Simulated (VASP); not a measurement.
A run of VASP 6.6.1 is set up as follows.

The input INCAR:

```
PREC = Accurate ; ENCUT = 520
EDIFF = 1E-6 ; ISMEAR = -1
SIGMA = 0.02 ; LREAL = F
LASPH = T ; NELM = 80
ALGO = Normal ; ISIF = 2
LWAVE = F ; LCHARG = F
GGA = PE ; NBANDS = 16
```

The input KPOINTS:

```
Automatic mesh
0
Gamma
  8 8 8
```

POSCAR

```
CdS
1.0
    0.1945820858      2.9809577542      2.9809577542
    2.9809577542      0.1945820858      2.9809577542
    2.9809577542      2.9809577542      0.1945820858
Cd S
1 1
Direct
    0.0074250780      0.0074250780      0.0074250780
    0.2425749220      0.2425749220      0.2425749220
```

Potentials or basis: VASP PAW PBE potentials, release 64 (Cd, S).

The run is started by

```console
$ cat potpaw_PBE.64/Cd/POTCAR potpaw_PBE.64/S/POTCAR > POTCAR
$ mpirun -np 1 vasp_std > vasp.out
```

(1) Estimate the pressure.

(2) Predict the band gap on the k mesh.

(3) What does it give for the largest force?

Answers

(1) 5.4 GPa.

(2) 0.92 eV, direct.

(3) 0.013 eV/Å.

Caveat: the cell differs from its parent crystal (epitaxial 111 strain -5.2%).
